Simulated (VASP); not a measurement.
# FeCu (Cmmm) in VASP: notebook, part 2 of 2

VASP 6.6.1. Earlier steps stand in the parts before.

### Step 3. Single point, PBE, collinear spin, ferromagnetic start

File INCAR:

```
SYSTEM = FeCu
PREC = Accurate
ENCUT = 520
EDIFF = 1E-6
ISMEAR = -1
SIGMA = 0.03
LREAL = .FALSE.
LASPH = .TRUE.
NELM = 150
ALGO = Normal
ISIF = 2
LWAVE = .FALSE.
LCHARG = .FALSE.
ISPIN = 2
MAGMOM = 1.83 0
LORBIT = 11
NUPDOWN = 1.83
LMAXMIX = 4
GGA = PE
NBANDS = 20
```

File KPOINTS:

```
regular mesh
0
G
  12 12 7
  0 0 0
```

File POSCAR:

```
FeCu
1.0
    1.4382720000     -1.9879340000      0.0000000000
    1.4382720000      1.9879340000      0.0000000000
    0.0000000000      0.0000000000      4.1381350000
Fe Cu
1 1
Direct
    0.0000000000      0.0000000000      0.0000000000
    0.5000000000      0.5000000000      0.5000000000
```

Potentials or basis: VASP PAW PBE potentials, release 64 (Fe, Cu).

Command:

```sh
$ cat potpaw_PBE.64/Fe/POTCAR potpaw_PBE.64/Cu/POTCAR > POTCAR
$ mpirun -np 1 vasp_std > vasp.out
```

It took 57 s on 1 thread of Intel Xeon 6975P-C (Granite Rapids), shared host; peak memory 0.23 GiB.

The run converged. Its results:

```yaml
Free_energy: -11.5113 eV
Pressure: -3.6 GPa
Net_moment: 1.83 μB per cell
Site_moments: Fe +1.92; Cu -0.04 μB
Valence_electrons_inside_the_program's_atomic_spheres: Fe 7.14; Cu 10.04
```

Stress tensor (GPa, compression positive):
```
-3.38  0.00  0.00
 0.00 -5.83  0.00
 0.00  0.00 -1.60
```

Caveat: the cell stands under tension; the total moment is fixed, so each spin has its own Fermi level and the state may be an excited one.

### Step 4. Single point, PBE, collinear spin, ferromagnetic start

File INCAR:

```
ALGO     = Normal         # electronic algorithm
EDIFF    = 1E-7           # SCF threshold, eV
ENCUT    = 520            # plane-wave cutoff, eV
GGA      = PE             # functional
ISIF     = 2              # what is computed and relaxed
ISMEAR   = -1             # smearing method
ISPIN    = 2              # spin polarisation
LASPH    = T              # aspherical terms in the spheres
LCHARG   = F              # write CHGCAR
LMAXMIX  = 4              # l up to which the mixer works
LORBIT   = 11             # projections on sites
LREAL    = F              # projectors in reciprocal space
LWAVE    = F              # write WAVECAR
MAGMOM   = 2.23 0         # initial moments
NBANDS   = 20             # bands
NELM     = 150            # most SCF steps
NUPDOWN  = 2.23           # fixed moment
PREC     = Accurate       # precision mode
SIGMA    = 0.03           # smearing width, eV
```

File KPOINTS:

```
k-points
0
Gamma
  12 12 7
```

POSCAR is that of step 3.

Command:

```sh
$ cat potpaw_PBE.64/Fe/POTCAR potpaw_PBE.64/Cu/POTCAR > POTCAR
$ mpirun -np 1 vasp_std > vasp.out
```

Wall time 58 s (1 thread of Intel Xeon 6975P-C (Granite Rapids), shared host); peak memory 0.24 GiB.

It converged, with:

```yaml
Free_energy: -11.5993 eV
Pressure: -1.2 GPa
Net_moment: 2.23 μB per cell
Site_moments: Fe +2.25; Cu +0.01 μB
Valence_electrons_inside_the_program's_atomic_spheres: Fe 7.13; Cu 10.04
```

Stress tensor (GPa, compression positive):
```
-1.17  0.00  0.00
 0.00 -2.45  0.00
 0.00  0.00  0.12
```

Caveat: the total moment is fixed, so each spin has its own Fermi level and the state may be an excited one.

### Step 5. Single point, PBE, collinear spin, ferromagnetic start

File INCAR:

```
SYSTEM = FeCu
  ALGO = Normal
  EDIFF = 1E-7
  ENCUT = 520
  GGA = PE
  ISIF = 2
  ISMEAR = -1
  ISPIN = 2
  LASPH = .True.
  LCHARG = .False.
  LMAXMIX = 4
  LORBIT = 11
  LREAL = .False.
  LWAVE = .False.
  MAGMOM = 2.88 0
  NBANDS = 20
  NELM = 150
  NUPDOWN = 2.88
  PREC = Accurate
  SIGMA = 0.03
```

File KPOINTS:

```
k-points
0
Gamma
  12 12 7
  0 0 0
```

POSCAR is that of step 4.

Potentials or basis: VASP PAW PBE potentials, release 64 (Fe, Cu).

Command:

```sh
$ cat potpaw_PBE.64/Fe/POTCAR potpaw_PBE.64/Cu/POTCAR > POTCAR
$ mpirun -np 1 vasp_std > vasp.out
```

OUTCAR:

```text
SYSTEM = FeCu
   EDIFF = 1E-7
   ENCUT = 520
   GGA = PE
   ISIF = 2
   ISMEAR = -1
   ISPIN = 2
   LASPH = .True.
   LORBIT = 11
   LREAL = .False.
   NELM = 150
   NUPDOWN = 2.88
   PREC = Accurate

 ion  position               nearest neighbor table
   1  0.000  0.000  0.000-   2 2.52   2 2.52   2 2.52   2 2.52   2 2.87   2 2.87   2 2.87   2 2.87

   2  0.500  0.500  0.500-   1 2.52   1 2.52   1 2.52   1 2.52   1 2.87   1 2.87   1 2.87   1 2.87

  LATTYP: Found a base centered orthorhombic cell.
 ALAT       =     2.8765440000
 B/A-ratio  =     1.3821683242
 C/A-ratio  =     1.4385787250

  Lattice vectors:

 A1 = (   1.4382720000,  -1.9879340000,   0.0000000000)
[... 1319 lines left out ...]
 VOLUME and BASIS-vectors are now :
 -----------------------------------------------------------------------------
  energy-cutoff  :      520.00
  volume of cell :       23.66
      direct lattice vectors                 reciprocal lattice vectors
     1.438272000 -1.987934000  0.000000000     0.347639389 -0.251517405  0.000000000
     1.438272000  1.987934000  0.000000000     0.347639389  0.251517405  0.000000000
     0.000000000  0.000000000  4.138135000     0.000000000  0.000000000  0.241654755

 POSITION                                       TOTAL-FORCE (eV/Angst)
 -----------------------------------------------------------------------------------
      0.00000      0.00000      0.00000         0.000000     -0.000000      0.000000
      1.43827      0.00000      2.06907        -0.000000      0.000000      0.000000
 -----------------------------------------------------------------------------------
    total drift:                               -0.000000     -0.000000     -0.000000

  FREE ENERGIE OF THE ION-ELECTRON SYSTEM (eV)
  ---------------------------------------------------
  free  energy   TOTEN  =       -11.5987490187 eV

  energy  without entropy=      -11.5947619302  energy(sigma->0) =      -11.59675547

 total charge

# of ion       s       p       d       tot
------------------------------------------
    1        0.460   0.470   6.185   7.115
    2        0.474   0.444   9.131  10.049
--------------------------------------------------
tot          0.934   0.914  15.316  17.164

 magnetization (x)

# of ion       s       p       d       tot
------------------------------------------
    1        0.009   0.008   2.723   2.740
    2       -0.010  -0.030   0.162   0.123
--------------------------------------------------
tot         -0.001  -0.022   2.885   2.863
```

OSZICAR:

```text
N       E                     dE             d eps       ncg     rms          rms(c)
DAV:   1     0.100574294195E+03    0.10057E+03   -0.84929E+03 15460   0.143E+03
DAV:   2    -0.751251688600E+01   -0.10809E+03   -0.98711E+02 13892   0.238E+02
DAV:   3    -0.135400619785E+02   -0.60275E+01   -0.56519E+01 15468   0.682E+01
DAV:   4    -0.136055837010E+02   -0.65522E-01   -0.65468E-01 15504   0.724E+00
DAV:   5    -0.136066207269E+02   -0.10370E-02   -0.10370E-02 15692   0.906E-01    0.140E+01
DAV:   6    -0.125839159545E+02    0.10227E+01   -0.11331E+01 15584   0.113E+02    0.817E+00
DAV:   7    -0.118792946540E+02    0.70462E+00   -0.37793E+00 18128   0.652E+01    0.700E+00
DAV:   8    -0.116197533263E+02    0.25954E+00   -0.85415E-01 19728   0.346E+01    0.284E+00
DAV:   9    -0.116056624772E+02    0.14091E-01   -0.57387E-02 22140   0.589E+00    0.135E+00
DAV:  10    -0.115999563670E+02    0.57061E-02   -0.68631E-03 23480   0.206E+00    0.439E-01
DAV:  11    -0.115988216197E+02    0.11347E-02   -0.57166E-03 18292   0.307E+00    0.919E-02
DAV:  12    -0.115987450054E+02    0.76614E-04   -0.41317E-04 21740   0.602E-01    0.288E-02
DAV:  13    -0.115987483680E+02   -0.33626E-05   -0.21253E-05 21960   0.852E-02    0.101E-02
DAV:  14    -0.115987490228E+02   -0.65479E-06   -0.20164E-06 20024   0.456E-02    0.579E-03
DAV:  15    -0.115987490187E+02    0.41234E-08   -0.31362E-07 16652   0.154E-02
   1 F= -.11598749E+02 E0= -.11596755E+02  d E =-.398709E-02  mag=     2.8800
```

It took 65 s on 1 thread of Intel Xeon 6975P-C (Granite Rapids), shared host; peak memory 0.24 GiB.

What came out:

```
Free energy                                           : -11.5987 eV
Pressure                                              : 3.7 GPa
Net moment                                            : 2.88 μB per cell
Site moments                                          : Fe +2.74; Cu +0.12 μB
Valence electrons inside the program's atomic spheres : Fe 7.12; Cu 10.05
```

Stress tensor (GPa, compression positive):
```
4.15 0.00 0.00
0.00 3.33 0.00
0.00 0.00 3.74
```

Caveat: the cell stands under pressure; the total moment is fixed, so each spin has its own Fermi level and the state may be an excited one.

### Step 6. The runs side by side

| fixed moment (μB) | pressure (GPa) | moment (μB) |
| --- | --- | --- |
| 1.31 | -5.8 | 1.31 |
| 1.83 | -3.6 | 1.83 |
| 2.23 | -1.2 | 2.23 |
| 2.88 | 3.7 | 2.88 |

Alike in all rows: task single point; level PBE; potentials or basis VASP PAW PBE potentials, release 64 (Fe, Cu); spin collinear, ferromagnetic start; cell as given; k mesh 12 × 12 × 7; cutoff (eV) 520; smearing fermi-dirac 0.03 eV.

Caveats: the total moment is fixed, so each spin has its own Fermi level and the state may be an excited one; the cell stands under tension (at least some runs); the cell stands under pressure (at least some runs).

Total energies depend on the potentials used, so only differences within one code and one set of settings carry meaning.
